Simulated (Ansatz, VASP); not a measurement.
Si in VASP and in Ansatz

```
Si
1.0
     0.00000    5.43000    5.43000
     5.43000    0.00000    5.43000
     5.43000    5.43000    0.00000
Si
17
Direct
  0.97436 0.97521 0.07571
  0.13065 0.13233 0.12944
  0.01784 0.01763 0.50381
  0.10180 0.10192 0.69446
  0.00370 0.50358 0.99046
  0.13051 0.60797 0.13035
  0.01733 0.46086 0.50440
  0.13438 0.62376 0.61823
  0.50192 0.00530 0.99014
  0.60726 0.13234 0.12911
  0.46066 0.01771 0.50363
  0.62362 0.13481 0.61780
  0.50164 0.50369 0.99037
  0.63251 0.63406 0.10034
  0.50872 0.50937 0.47288
  0.62352 0.62379 0.61809
  0.83613 0.83647 0.49128
```

Alike in both runs: functional PBE; dispersion D3(BJ); k mesh 2 × 2 × 2; occupations gaussian, width 0.05 eV; no spin polarisation.

Ansatz relaxed the structure, and its values are those at the end. VASP's run is a single point on that final structure, the one shown.

|  | VASP | Ansatz |
| --- | --- | --- |
| version | VASP 6.6.1 | Ansatz 0.2.0 |
| potentials or method | VASP PAW PBE potentials, release 64 (Si), cutoff 520 eV | scalar-relativistic, plane waves, PAW |
| valence electrons in the cell | 68 | 68 |

|  | VASP | Ansatz | Ansatz less VASP |
| --- | --- | --- | --- |
| rms of the force components (eV/Å) | 0.009 | 0.009 | -0.0008 |

The k mesh is coarse, so the values compare programs but aren't converged.
